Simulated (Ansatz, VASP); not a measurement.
# TiO2 in VASP and in Ansatz

```
Ti O
1.0
     2.75911   -2.75974    0.00000
     2.75911    2.75974    0.00000
    -2.68518    0.00000    4.89071
Ti O
2 4
Direct
  0.13411 0.86589 0.25000
  0.86589 0.13411 0.75000
  0.33122 0.08876 0.66715
  0.66878 0.91124 0.33285
  0.91124 0.66878 0.83285
  0.08876 0.33122 0.16715
```

Alike in both runs: task single point; functional r2SCAN; k mesh 6 × 6 × 6; occupations gaussian, width 0.02 eV; collinear spin; Hubbard terms Ti d U = 4.0 eV.

|  | VASP | Ansatz |
| --- | --- | --- |
| version | VASP 6.6.1 | Ansatz 0.2.0 |
| potentials or method | VASP PAW PBE potentials, release 64 (Ti_sv, O), cutoff 520 eV | scalar-relativistic, plane waves, PAW |
| valence electrons in the cell | 48 | 48 |

|  | VASP | Ansatz | Ansatz less VASP |
| --- | --- | --- | --- |
| gap on the k mesh at the Fermi level (eV) | 2.90 | 2.82 | -0.080 |
| least direct gap on the mesh (eV) | 3.27 | 3.18 | -0.085 |
| pressure (GPa) | -10.1 | -13.9 | -3.78 |
| traceless stress, the component that is largest in VASP (GPa) | -1.20 | -0.60 | +0.600 |
| rms of the force components (eV/Å) | 0.208 | 0.271 | +0.0624 |
| net moment per atom (μB) | 0.00 | 0.00 | 0.000 |

VASP's potentials were made for PBE, not for r2SCAN. The programs project onto different local orbitals, so the same U acts differently, and such runs can settle in different states. Atom by atom the forces differ by 0.092 eV/Å (rms over components). Ansatz's warnings: given moment on shells, seeded moment not kept, stability check not made.
